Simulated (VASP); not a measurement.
Here is a VASP 6.6.1 calculation.

File INCAR:

```
SYSTEM = Pd2C
PREC = Accurate ; ENCUT = 600
EDIFF = 1E-6 ; ISMEAR = 0
SIGMA = 0.1 ; LREAL = .False.
LASPH = .True. ; NELM = 100
ALGO = Normal ; ISIF = 3
LWAVE = .False. ; LCHARG = .False.
GGA = PE ; IBRION = 2
NSW = 100 ; EDIFFG = -0.01
```

File KPOINTS:

```
regular mesh
0
Gamma
  16 16 16
  0 0 0
```

File POSCAR:

```
Pd2C
1.0
    0.0000000000      2.6757844755      2.6757844755
    2.6757844755      0.0000000000      2.6757844755
    2.6757844755      2.6757844755      0.0000000000
Pd C
2 1
Direct
    0.2500000000      0.2500000000      0.2500000000
    0.7500000000      0.7500000000      0.7500000000
    0.0000000000      0.0000000000      0.0000000000
```

Potentials or basis: VASP PAW PBE potentials, release 64 (Pd, C).

Run with:

```bash
$ cat potpaw_PBE.64/Pd/POTCAR potpaw_PBE.64/C/POTCAR > POTCAR
$ mpirun -np 1 vasp_std > vasp.out
```

Question: Predict the space group after relaxing (to 0.1 Å).

Answer: Fm-3m (No. 225).

Question: What does it give for the relaxed cell?

Answer: a = 3.781 Å, b = 3.781 Å, c = 3.781 Å, α = 60.00°, β = 60.00°, γ = 60.00°.

Question: Predict the band gap on the k mesh.

Answer: Zero (bands 12 and 13 overlap by 1.27 eV).

Question: Estimate the relaxed volume.

Answer: 12.74 Å³/atom.

Step by step:
```
step  energy change (eV)  largest force (eV/Å)  pressure (GPa)  volume (Å³)
   1              0.0000                0.0000           -0.51        38.32
   2              0.0001                0.0000            0.67        38.09
   3             -0.0002                0.0000            0.01        38.22
```
